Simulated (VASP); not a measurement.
A run of VASP 6.6.1:

Contents of INCAR:

```
PREC = Accurate ; ENCUT = 520
EDIFF = 1E-7 ; ISMEAR = -1
SIGMA = 0.02 ; LREAL = F
LASPH = T ; NELM = 60
ALGO = Normal ; ISIF = 2
LWAVE = F ; LCHARG = F
GGA = PS ; NBANDS = 16
```

KPOINTS

```
Automatic mesh
0
Gamma
  8 8 8
```

The input POSCAR:

```
GaN
1.0
    0.0000000000      2.2490116621      2.2490116621
    2.2490116621      0.0000000000      2.2490116621
    2.2490116621      2.2490116621      0.0000000000
Ga N
1 1
Direct
    0.0000000000      0.0000000000      0.0000000000
    0.2500000000      0.2500000000      0.2500000000
```

Potentials or basis: VASP PAW PBE potentials, release 64 (Ga_d, N).

Launch:

```bash
$ cat potpaw_PBE.64/Ga_d/POTCAR potpaw_PBE.64/N/POTCAR > POTCAR
$ mpirun -np 1 vasp_std > vasp.out
```

Hardware: 1 thread of Intel(R) Xeon(R) Platinum 8259CL CPU @ 2.50GHz (Skylake/Cascade Lake) (shared host).

Estimate the wall time of this run.

Run time: 8 s on 1 thread of Intel(R) Xeon(R) Platinum 8259CL CPU @ 2.50GHz (Skylake/Cascade Lake) (shared host), peak memory 0.14 GiB. Counts: scf iterations 13, k points 29.
